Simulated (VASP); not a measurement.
# CsBr (Pm-3m) in VASP: single point with PBEsol

Aim: the single point of CsBr with PBEsol.

All numbers are computed with VASP 6.6.1; they aren't measurements. Logs are shortened: lines on timing, memory, paths and dates and some standing lists are left out, and cuts for length are marked.

**1. The cell of the first run**

It takes space group Pm-3m (No. 221, cubic). Conventional cell: a = 4.286 Å, b = 4.286 Å, c = 4.286 Å, α = 90.00°, β = 90.00°, γ = 90.00°. Cs (site symmetry m-3m) has 8 Br at 3.71 Å and 6 Cs at 4.29 Å within 4.9 Å. Br (site symmetry m-3m) has 8 Cs at 3.71 Å and 6 Br at 4.29 Å within 4.9 Å.

**2. Single point, PBEsol**

Contents of INCAR:

```
ALGO = Normal
EDIFF = 1E-6
ENCUT = 500
GGA = PS
GGA_COMPAT = F
ISIF = 2
ISMEAR = 0
LASPH = T
LCHARG = F
LREAL = F
LWAVE = F
NBANDS = 15
NELM = 120
PREC = Accurate
SIGMA = 0.01
```

Contents of KPOINTS:

```
k-points
0
Gamma
  3 3 3
```

Contents of POSCAR:

```
CsBr
1.0
    4.2860000000      0.0000000000      0.0000000000
    0.0000000000      4.2860000000      0.0000000000
    0.0000000000      0.0000000000      4.2860000000
Cs Br
1 1
Direct
    0.0000000000      0.0000000000      0.0000000000
    0.5000000000      0.5000000000      0.5000000000
```

Potentials or basis: VASP PAW PBE potentials, release 64 (Cs_sv, Br).

The run is started by

```console
$ cat potpaw_PBE.64/Cs_sv/POTCAR potpaw_PBE.64/Br/POTCAR > POTCAR
$ mpirun -np 1 vasp_std > vasp.out
```

OUTCAR:

```text
EDIFF = 1E-6
   ENCUT = 500
   GGA = PS
   ISIF = 2
   ISMEAR = 0
   LASPH = T
   LREAL = F
   NELM = 120
   PREC = Accurate

 ion  position               nearest neighbor table
   1  0.000  0.000  0.000-
   2  0.500  0.500  0.500-

  LATTYP: Found a simple cubic cell.
 ALAT       =     4.2860000000

  Lattice vectors:

 A1 = (   4.2860000000,   0.0000000000,   0.0000000000)
 A2 = (   0.0000000000,   4.2860000000,   0.0000000000)
 A3 = (   0.0000000000,   0.0000000000,   4.2860000000)

Analysis of symmetry for initial positions (statically):
=====================================================================
 Subroutine PRICEL returns:
 Original cell was already a primitive cell.

 Routine SETGRP: Setting up the symmetry group for a
 simple cubic supercell.

 Subroutine GETGRP returns: Found 48 space group operations
 (whereof 48 operations were pure point group operations)
 out of a pool of 48 trial point group operations.

The static configuration has the point symmetry O_h .

Analysis of symmetry for dynamics (positions and initial velocities):
=====================================================================
 Subroutine PRICEL returns:
 Original cell was already a primitive cell.

 Routine SETGRP: Setting up the symmetry group for a
 simple cubic supercell.

 Subroutine GETGRP returns: Found 48 space group operations
 (whereof 48 operations were pure point group operations)
 out of a pool of 48 trial point group operations.

The dynamic configuration has the point symmetry O_h .

 Subroutine INISYM returns: Found 48 space group operations
 (whereof 48 operations are pure point group operations),
 and found     1 'primitive' translations

----------------------------------------------------------------------------------------

                                     Primitive cell

  volume of cell :      78.7329

  direct lattice vectors                    reciprocal lattice vectors
     4.286000000  0.000000000  0.000000000     0.233317779  0.000000000  0.000000000
     0.000000000  4.286000000  0.000000000     0.000000000  0.233317779  0.000000000
     0.000000000  0.000000000  4.286000000     0.000000000  0.000000000  0.233317779

  length of vectors
     4.286000000  4.286000000  4.286000000     0.233317779  0.233317779  0.233317779

  position of ions in fractional coordinates (direct lattice)
     0.000000000  0.000000000  0.000000000
     0.500000000  0.500000000  0.500000000

  ion indices of the primitive-cell ions
   primitive index   ion index
                 1           1
                 2           2

----------------------------------------------------------------------------------------

 KPOINTS: k-points

Automatic generation of k-mesh.
 Grid dimensions read from file:
 generate k-points for:    3    3    3

 Generating k-lattice:

  Cartesian coordinates                     Fractional coordinates (reciprocal lattice)
     0.077772593  0.000000000  0.000000000     0.333333333  0.000000000  0.000000000
     0.000000000  0.077772593  0.000000000     0.000000000  0.333333333  0.000000000
     0.000000000  0.000000000  0.077772593     0.000000000  0.000000000  0.333333333

  Length of vectors
     0.077772593  0.077772593  0.077772593

  Shift w.r.t. Gamma in fractional coordinates (k-lattice)
     0.000000000  0.000000000  0.000000000

 Subroutine IBZKPT returns following result:
 ===========================================

 Found      4 irreducible k-points:

 Following reciprocal coordinates:
            Coordinates               Weight
  0.000000  0.000000  0.000000      1.000000
  0.333333  0.000000  0.000000      6.000000
  0.333333  0.333333  0.000000     12.000000
  0.333333  0.333333  0.333333      8.000000
   k-points           NKPTS =      4   k-points in BZ     NKDIM =      4   number of bands    NBANDS=     15
   number of dos      NEDOS =    301   number of ions     NIONS =      2
   total plane-waves  NPLWV =  32768
   dimension x,y,z NGX =    32 NGY =   32 NGZ =   32
   dimension x,y,z NGXF=    64 NGYF=   64 NGZF=   64
   ions per type =               1   1
   NGX,Y,Z   is equivalent  to a cutoff of  12.41, 12.41, 12.41 a.u.
   NGXF,Y,Z  is equivalent  to a cutoff of  24.82, 24.82, 24.82 a.u.
 SYSTEM =  unknown system
   PREC   = accura    normal or accurate (medium, high low for compatibility)
   ISTART =      0    job   : 0-new  1-cont  2-samecut
   ICHARG =      2    charge: 1-file 2-atom 10-const
   ISPIN  =      1    spin polarized calculation?
   LNONCOLLINEAR =      F non collinear calculations
   LSORBIT =      F    spin-orbit coupling
   LASPH  =      T    aspherical Exc in radial PAW
   ENCUT  =  500.0 eV  36.75 Ry    6.06 a.u.   7.81  7.81  7.81*2*pi/ulx,y,z
   NELM   =    120;   NELMIN=  2; NELMDL= -5     # of ELM steps
   EDIFF  = 0.1E-05   stopping-criterion for ELM
   LREAL  =      F    real-space projection
   EDIFFG = 0.1E-04   stopping-criterion for IOM
   NSW    =      0    number of steps for IOM
   IBRION =     -1    ionic relax: 0-MD 1-quasi-New 2-CG
   NFREE  =      0    steps in history (QN), initial steepest desc. (CG)
   ISIF   =      2    stress and relaxation
   ISYM   =      2    0-nonsym 1-usesym 2-fastsym
   POTIM  = 0.5000    time-step for ionic-motion
   TEBEG  =    0.0;   TEEND  =   0.0 temperature during run
   PSTRESS=    0.0 pullay stress
   NELECT =      16.0000    total number of electrons
   NUPDOWN=      -1.0000    fix difference up-down
   EMIN   =  10.00;   EMAX   =-10.00  energy-range for DOS
   EFERMI =   0.00;   METHOD = LEGACY
   ISMEAR =     0;   SIGMA  =   0.01  broadening in eV -4-tet -1-fermi 0-gaus
   EFERMI_NEDOS =   21; number of points for ismear=-14 and -15
   IALGO  =     38    algorithm
   IMIX   =      4    mixing-type and parameters
     AMIX     =   0.40;   BMIX     =  1.00
     AMIX_MAG =   1.60;   BMIX_MAG =  1.00
  volume/ion in A,a.u.               =      39.37       265.66
  Fermi-wavevector in a.u.,A,eV,Ry     =   0.962489  1.818841 12.604247  0.926386
  Thomas-Fermi vector in A             =   2.091953
   LORBIT       =      0    0 simple, 1 ext, 2 COOP (PROOUT), +10 PAW based schemes
   GGA     = PS    functional components
   LHFCALC =     F    Hartree Fock is set to
   AEXX    =    0.0000 exact exchange contribution
   IVDW    =     0    specifies the selected vdW correction
   LEPSILON=     F    determine dielectric tensor
   LRPA    =     F    only Hartree local field effects (RPA)
 non-spin polarized calculation
 Gauss-broadening in eV      SIGMA  =   0.01
  energy-cutoff  :      500.00
  volume of cell :       78.73
 maximum number of plane-waves:      2016
 NGX is ok and might be reduce to    32
   NGX = 15   NGY = 15   NGZ = 15

 number of electron      15.9999999 magnetization

 Free energy of the ion-electron system (eV)
  ---------------------------------------------------
  ext. energy  EPLUGINS =         0.00000000
  ---------------------------------------------------
  free energy    TOTEN  =        -6.33321296 eV

  energy without entropy =       -6.33321296  energy(sigma->0) =       -6.33321296

 E-fermi :  -0.3523     XC(G=0):  -8.2747

 val. band max:       -0.4007386358   @ k =   0.0000   0.0000   0.0000
 cond. band min:       3.9186627664   @ k =   0.0000   0.0000   0.0000
 fundamental gap:      4.3194014023
 Fermi energy:        -0.3523023138

 k-point     1 :       0.0000    0.0000    0.0000
  band No.  band energies     occupation
      1     -20.1668      2.00000
      2     -12.7813      2.00000
      3      -6.7416      2.00000
      4      -6.7416      2.00000
      5      -6.7416      2.00000
      6      -0.4007      2.00000
      7      -0.4007      2.00000
      8      -0.4007      2.00000
      9       3.9187      0.00000
     10       4.3905      0.00000
     11       4.3905      0.00000
     12       8.6926      0.00000
     13       8.6926      0.00000
     14       8.6926      0.00000
     15      11.6296      0.00000

 k-point     2 :       0.3333    0.0000    0.0000
  band No.  band energies     occupation
      1     -20.1258      2.00000
      2     -12.7941      2.00000
      3      -7.0460      2.00000
      4      -6.6595      2.00000
      5      -6.6595      2.00000
      6      -1.4941      2.00000
      7      -0.5632      2.00000
      8      -0.5632      2.00000
      9       5.0508      0.00000
     10       5.9508      0.00000
     11       6.3934      0.00000
     12       8.4052      0.00000
     13       8.4052      0.00000
     14       8.5547      0.00000
     15       9.1938      0.00000

 k-point     3 :       0.3333    0.3333    0.0000
  band No.  band energies     occupation
      1     -20.0893      2.00000
      2     -12.7305      2.00000
      3      -7.2068      2.00000
      4      -7.0903      2.00000
      5      -6.6006      2.00000
      6      -1.2106      2.00000
      7      -0.8789      2.00000
      8      -0.4849      2.00000
      9       5.1362      0.00000
     10       5.5910      0.00000
     11       7.0996      0.00000
     12       7.7437      0.00000
     13       7.8010      0.00000
     14       8.5923      0.00000
     15      10.0004      0.00000

 k-point     4 :       0.3333    0.3333    0.3333
  band No.  band energies     occupation
      1     -20.0550      2.00000
      2     -12.6641      2.00000
      3      -7.0930      2.00000
      4      -7.0784      2.00000
      5      -7.0784      2.00000
      6      -1.2690      2.00000
      7      -1.2690      2.00000
      8      -1.0315      2.00000
      9       6.2558      0.00000
     10       7.1869      0.00000
     11       7.1869      0.00000
     12       7.6667      0.00000
     13       7.8592      0.00000
     14       7.8592      0.00000
     15      11.8825      0.00000

------------------------ aborting loop because EDIFF is reached ----------------------------------------

  FORCE on cell =-STRESS in cart. coord.  units (eV):
  Direction    XX          YY          ZZ          XY          YZ          ZX
  --------------------------------------------------------------------------------------
  -------------------------------------------------------------------------------------
  Total       -0.1612773     -0.1612773     -0.1612773      0.0000000      0.0000000      0.0000000
  in kB       -3.2819151     -3.2819151     -3.2819151      0.0000000      0.0000000      0.0000000
  external PRESSURE =      -3.2819151 kB  Pullay stress =       0.0000000 kB

 VOLUME and BASIS-vectors are now :
 -----------------------------------------------------------------------------
  energy-cutoff  :      500.00
  volume of cell :       78.73
      direct lattice vectors                 reciprocal lattice vectors
     4.286000000  0.000000000  0.000000000     0.233317779  0.000000000  0.000000000
     0.000000000  4.286000000  0.000000000     0.000000000  0.233317779  0.000000000
     0.000000000  0.000000000  4.286000000     0.000000000  0.000000000  0.233317779

 POSITION                                       TOTAL-FORCE (eV/Angst)
 -----------------------------------------------------------------------------------
      0.00000      0.00000      0.00000         0.000000      0.000000      0.000000
      2.14300      2.14300      2.14300         0.000000      0.000000      0.000000
 -----------------------------------------------------------------------------------
    total drift:                                0.000000      0.000000     -0.000000

  FREE ENERGIE OF THE ION-ELECTRON SYSTEM (eV)
  ---------------------------------------------------
  free  energy   TOTEN  =        -6.3332129581 eV

  energy  without entropy=       -6.3332129581  energy(sigma->0) =       -6.33321296
```

Run time: 10 s. Hardware: 1 thread of AMD EPYC 7R13, shared host; peak memory 0.14 GiB.

Results:

```
Free energy            : -6.3332 eV
Pressure               : -0.3 GPa
Band gap on the k mesh : 4.32 eV, direct
```

Caveat: the k points lie up to 0.49 Å⁻¹ apart; the PAW data sets were made with another functional, which shifts forces and pressure a little; spin-orbit coupling is left out, which moves the levels of the heavy elements.
